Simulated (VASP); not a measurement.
**Ni: electric field gradients with PBE**

Ni:

```xyz
1
Lattice="0.0000 1.7380 1.7380 1.7380 0.0000 1.7380 1.7380 1.7380 0.0000" Properties=species:S:1:pos:R:3 pbc="T T T"
Ni    0.0000    0.0000    0.0000
```

This cell differs from its parent crystal: volume scaled by 0.95.

```yaml
Program: VASP 6.6.1
Task: electric field gradients
Functional: PBE
Potentials_or_basis: VASP PAW PBE potentials, release 64 (Ni)
Cutoff: 520 eV
k_mesh: 20 × 20 × 20
Occupations: fermi-dirac, width 0.05 eV
Spin: collinear spin, ferromagnetic start
Starting_moments: "[1.5] μB"
Dipole_correction: no
Further_INCAR_settings: ALGO = Normal; EDIFF = 1e-08; NBANDS = 15
```

* Pressure: 7.8 GPa
* Net moment: 0.62 μB per cell
* Site moments: Ni +0.63 μB
* Valence electrons inside the program's atomic spheres: Ni 9.38

Levels at points of the mesh, in eV from the Fermi level:
Spin up:
| k point | band 1 | band 2 | band 3 | band 4 | band 5 | band 6 | band 7 | band 8 | band 9 | band 10 |
| --- | --- | --- | --- | --- | --- | --- | --- | --- | --- | --- |
| (0.00, 0.00, 0.00) | -9.26 | -2.52 | -2.52 | -2.52 | -1.29 | -1.29 | 24.03 | 28.17 | 28.17 | 28.17 |
| (0.50, 0.00, 0.00) | -5.03 | -2.51 | -2.51 | -0.59 | -0.59 | -0.36 | 5.92 | 22.50 | 25.30 | 25.30 |
| (0.50, 0.50, 0.00) | -4.86 | -4.38 | -0.54 | -0.45 | -0.45 | 2.47 | 9.54 | 15.16 | 15.16 | 20.18 |
Spin down:
| k point | band 3 | band 4 | band 5 | band 6 | band 7 | band 8 |
| --- | --- | --- | --- | --- | --- | --- |
| (0.00, 0.00, 0.00) | -1.78 | -1.78 | -0.70 | -0.70 | 23.87 | 28.15 |
| (0.50, 0.00, 0.00) | -1.90 | -0.41 | 0.16 | 0.16 | 6.35 | 22.36 |
| (0.50, 0.50, 0.00) | 0.07 | 0.41 | 0.41 | 2.44 | 9.79 | 15.17 |

Wall time 37 s on 1 thread of Intel(R) Xeon(R) 6975P-C (Granite Rapids), on a shared host, peak memory 0.17 GiB.

Caveat: without QUAD_EFG the Cq values of the log hold for a quadrupole moment of 1 mb, not for the nuclei.
